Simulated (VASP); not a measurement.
# SrTiO3 (Amm2) in VASP: single point with LDA

Aim: the single point of SrTiO3 with LDA.

Program: VASP 6.6.1. These are calculated values, not measurements. Logs are shortened: lines on timing, memory, paths and dates and some standing lists are left out, and cuts for length are marked.

### Step 1. The cell of the first run

Symmetry: Amm2, No. 38, orthorhombic system. The conventional cell has a = 3.853 Å, b = 5.451 Å, c = 5.452 Å, α = 90.00°, β = 90.00°, γ = 90.00°. Sr (site symmetry mm2) has 12 O at 2.70 to 2.75 Å and 8 Ti at 3.34 Å within 3.6 Å. Within 2.5 Å of Ti (site symmetry mm2) lie 6 O at 1.91 to 1.94 Å. Within 2.5 Å of O (site symmetry m) lie 2 Ti at 1.91 to 1.94 Å. O (site symmetry mm2) has 2 Ti at 1.93 Å within 2.6 Å.

### Step 2. Single point, LDA

Input file INCAR:

```
SYSTEM = SrTiO3
  ALGO = Normal
  EDIFF = 1E-6
  ENCUT = 520
  ISIF = 2
  ISMEAR = 0
  LASPH = .True.
  LCHARG = .False.
  LREAL = .False.
  LWAVE = .False.
  NBANDS = 28
  NELM = 80
  PREC = Accurate
  SIGMA = 0.02
```

Input file KPOINTS:

```
k-points
0
Gamma
  8 8 8
  0 0 0
```

Input file POSCAR:

```
SrTiO3
1.0
    3.8530392860      0.0000000000      0.0000000000
    0.0000000000      2.7256249955      2.7260815759
    0.0000000000     -2.7256249955      2.7260815759
Sr Ti O
1 1 3
Direct
    0.0000000000     -0.0061564093     -0.0061564093
    0.5000000000      0.4933188198      0.4933188198
    0.5000000000      0.9971941802      0.4977668145
    0.5000000000      0.4977668145      0.9971941802
    0.0000000000      0.4977765949      0.4977765949
```

Potentials or basis: VASP PAW LDA potentials, release 64 (Sr_sv, Ti_sv, O).

Launch:

```bash
> cat potpaw_LDA.64/Sr_sv/POTCAR potpaw_LDA.64/Ti_sv/POTCAR potpaw_LDA.64/O/POTCAR > POTCAR
> mpirun -np 1 vasp_std > vasp.out
```

OUTCAR:

```text
SYSTEM = SrTiO3
   EDIFF = 1E-6
   ENCUT = 520
   ISIF = 2
   ISMEAR = 0
   LASPH = .True.
   LREAL = .False.
   NELM = 80
   PREC = Accurate

 ion  position               nearest neighbor table
   1  0.000  0.994  0.994-   5 2.70   4 2.71   3 2.71   3 2.71   4 2.71   5 2.73   5 2.73   4 2.74
                             3 2.74   4 2.74   3 2.74   5 2.75   2 3.34   2 3.34   2 3.34   2 3.34
   2  0.500  0.493  0.493-   3 1.91   4 1.91   5 1.93   5 1.93   3 1.94   4 1.94   1 3.34   1 3.34
                             1 3.34   1 3.34   1 3.34   1 3.34   1 3.34   1 3.34
   3  0.500  0.997  0.498-   2 1.91   2 1.94   1 2.71   1 2.71   1 2.74   1 2.74
   4  0.500  0.498  0.997-   2 1.91   2 1.94   1 2.71   1 2.71   1 2.74   1 2.74
   5  0.000  0.498  0.498-   2 1.93   2 1.93   1 2.70   1 2.73   1 2.73   1 2.75

  LATTYP: Found a base centered orthorhombic cell.
 ALAT       =     5.4512499910
 B/A-ratio  =     1.0001675140
 C/A-ratio  =     0.7068175725

  Lattice vectors:

 A1 = (   0.0000000000,   2.7256249955,  -2.7260815759)
 A2 = (   0.0000000000,   2.7256249955,   2.7260815759)
 A3 = (   3.8530392860,   0.0000000000,   0.0000000000)

Analysis of symmetry for initial positions (statically):
=====================================================================
 Subroutine PRICEL returns:
 Original cell was already a primitive cell.

 Routine SETGRP: Setting up the symmetry group for a
 base centered orthorhombic supercell.

 Subroutine GETGRP returns: Found  4 space group operations
 (whereof  4 operations were pure point group operations)
 out of a pool of  8 trial point group operations.

The static configuration has the point symmetry C_2v.

Analysis of symmetry for dynamics (positions and initial velocities):
=====================================================================
 Subroutine PRICEL returns:
 Original cell was already a primitive cell.

 Routine SETGRP: Setting up the symmetry group for a
 base centered orthorhombic supercell.

 Subroutine GETGRP returns: Found  4 space group operations
 (whereof  4 operations were pure point group operations)
 out of a pool of  8 trial point group operations.

The dynamic configuration has the point symmetry C_2v.

 Subroutine INISYM returns: Found  4 space group operations
 (whereof  4 operations are pure point group operations),
 and found     1 'primitive' translations

----------------------------------------------------------------------------------------

[... 101 lines left out ...]
   NSW    =      0    number of steps for IOM
   IBRION =     -1    ionic relax: 0-MD 1-quasi-New 2-CG
   NFREE  =      0    steps in history (QN), initial steepest desc. (CG)
   ISIF   =      2    stress and relaxation
   ISYM   =      2    0-nonsym 1-usesym 2-fastsym
   POTIM  = 0.5000    time-step for ionic-motion
   TEBEG  =    0.0;   TEEND  =   0.0 temperature during run
   PSTRESS=    0.0 pullay stress
   NELECT =      40.0000    total number of electrons
   NUPDOWN=      -1.0000    fix difference up-down
   EMIN   =  10.00;   EMAX   =-10.00  energy-range for DOS
   EFERMI =   0.00;   METHOD = LEGACY
   ISMEAR =     0;   SIGMA  =   0.02  broadening in eV -4-tet -1-fermi 0-gaus
   EFERMI_NEDOS =   21; number of points for ismear=-14 and -15
   IALGO  =     38    algorithm
   IMIX   =      4    mixing-type and parameters
     AMIX     =   0.40;   BMIX     =  1.00
     AMIX_MAG =   1.60;   BMIX_MAG =  1.00
  volume/ion in A,a.u.               =      11.45        77.28
  Fermi-wavevector in a.u.,A,eV,Ry     =   1.452609  2.745033 28.709281  2.110073
  Thomas-Fermi vector in A             =   2.569971
   LORBIT       =      0    0 simple, 1 ext, 2 COOP (PROOUT), +10 PAW based schemes
   GGA     = CA    functional components
   LHFCALC =     F    Hartree Fock is set to
   AEXX    =    0.0000 exact exchange contribution
   IVDW    =     0    specifies the selected vdW correction
   LEPSILON=     F    determine dielectric tensor
   LRPA    =     F    only Hartree local field effects (RPA)
 non-spin polarized calculation
 Gauss-broadening in eV      SIGMA  =   0.02
  energy-cutoff  :      520.00
  volume of cell :       57.26
 maximum number of plane-waves:      1568
 NGX is ok and might be reduce to    30
   NGX = 15   NGY = 15   NGZ = 15

 number of electron      40.0000016 magnetization

 Free energy of the ion-electron system (eV)
  ---------------------------------------------------
  ext. energy  EPLUGINS =         0.00000000
  ---------------------------------------------------
  free energy    TOTEN  =       -44.17604999 eV

  energy without entropy =      -44.17604999  energy(sigma->0) =      -44.17604999

 E-fermi :   4.3666     XC(G=0): -12.0004

 val. band max:        4.2096198410   @ k =   0.5000   0.5000   0.5000
 cond. band min:       6.0319196501   @ k =   0.0000   0.0000   0.0000
 fundamental gap:      1.8222998091
 Fermi energy:         4.3666438203

 k-point     1 :       0.0000    0.0000    0.0000
  band No.  band energies     occupation
      1     -51.3551      2.00000
      2     -28.1710      2.00000
      3     -28.0365      2.00000
      4     -28.0360      2.00000
      5     -28.0360      2.00000
      6     -13.0653      2.00000
[... 733 lines left out ...]
     27      12.7717      0.00000
     28      13.6941      0.00000

 [... further k-points ...]

------------------------ aborting loop because EDIFF is reached ----------------------------------------

  FORCE on cell =-STRESS in cart. coord.  units (eV):
  Direction    XX          YY          ZZ          XY          YZ          ZX
  --------------------------------------------------------------------------------------
  -------------------------------------------------------------------------------------
  Total        0.4204432      0.3956546      0.3876201      0.0000000      0.0000000      0.0000000
  in kB       11.7646646     11.0710409     10.8462219      0.0000000      0.0000000      0.0000000
  external PRESSURE =      11.2273091 kB  Pullay stress =       0.0000000 kB

 VOLUME and BASIS-vectors are now :
 -----------------------------------------------------------------------------
  energy-cutoff  :      520.00
  volume of cell :       57.26
      direct lattice vectors                 reciprocal lattice vectors
     3.853039286  0.000000000  0.000000000     0.259535376  0.000000000  0.000000000
     0.000000000  2.725624996  2.726081576     0.000000000  0.183444164  0.183413440
     0.000000000 -2.725624996  2.726081576     0.000000000 -0.183444164  0.183413440

 POSITION                                       TOTAL-FORCE (eV/Angst)
 -----------------------------------------------------------------------------------
      0.00000      0.00000      5.41860         0.000000     -0.000000      0.003269
      1.92652      0.00000      2.68965         0.000000     -0.000000      0.015700
      1.92652      1.36125      4.07539         0.000000     -0.009825     -0.009715
      1.92652     -1.36125      4.07539         0.000000      0.009825     -0.009715
      0.00000      0.00000      2.71396         0.000000     -0.000000      0.000462
 -----------------------------------------------------------------------------------
    total drift:                                0.000000      0.000001      0.001088

  FREE ENERGIE OF THE ION-ELECTRON SYSTEM (eV)
  ---------------------------------------------------
  free  energy   TOTEN  =       -44.1760499932 eV

  energy  without entropy=      -44.1760499932  energy(sigma->0) =      -44.17604999
```

stdout:

```text
POSCAR found type information on POSCAR SrTiO
 POSCAR found :  3 types and       5 ions
 scaLAPACK will be used
 LDA part: xc-table for (Slater(with rela. corr.)+CA(PZ))
 , standard interpolation
 POSCAR, INCAR and KPOINTS ok, starting setup
 FFT: planning ... GRIDC
 FFT: planning ... GRID_SOFT
 FFT: planning ... GRID
 WAVECAR not read
 entering main loop
```

Run time: 2.7 min. Hardware: 1 thread of Intel Xeon Platinum 8259CL at 2.50GHz (Skylake/Cascade Lake), shared host; peak memory 0.28 GiB.

Results:

```
Free energy            : -44.1760 eV
Pressure               : 1.1 GPa
Largest force          : 0.016 eV/Å
Band gap on the k mesh : 1.82 eV (least direct gap 2.16 eV)
```

Forces in eV/Å, atoms in the order of the input:
```
Sr   0.000  0.000  0.003
Ti   0.000  0.000  0.016
O    0.000 -0.010 -0.010
O    0.000  0.010 -0.010
O    0.000  0.000  0.000
```

Levels at points of the mesh, in eV from the valence-band top:
| k point | band 16 | band 17 | band 18 | band 19 | band 20 | band 21 | band 22 | band 23 | band 24 | band 25 |
| --- | --- | --- | --- | --- | --- | --- | --- | --- | --- | --- |
| (0.00, 0.00, 0.00) | -1.26 | -1.26 | -0.34 | -0.34 | -0.34 | 1.82 | 1.83 | 1.83 | 4.61 | 4.61 |
| (0.50, 0.00, 0.00) | -2.50 | -2.49 | -2.18 | -0.74 | -0.74 | 2.03 | 3.95 | 3.95 | 4.65 | 6.96 |
| (0.00, 0.50, 0.00) | -2.50 | -2.49 | -2.18 | -0.74 | -0.73 | 2.02 | 3.95 | 3.95 | 4.66 | 6.96 |
| (0.50, 0.50, 0.00) | -3.08 | -1.70 | -1.62 | -1.62 | -0.10 | 3.96 | 3.96 | 4.41 | 5.68 | 8.01 |
| (0.00, 0.50, 0.50) | -3.08 | -1.70 | -1.63 | -1.62 | -0.11 | 3.96 | 3.96 | 4.41 | 5.68 | 8.01 |
| (0.50, 0.50, 0.50) | -3.89 | -3.89 | 0.00 | 0.00 | 0.00 | 4.68 | 4.68 | 4.68 | 7.00 | 7.00 |

A k mesh can miss the band edges.
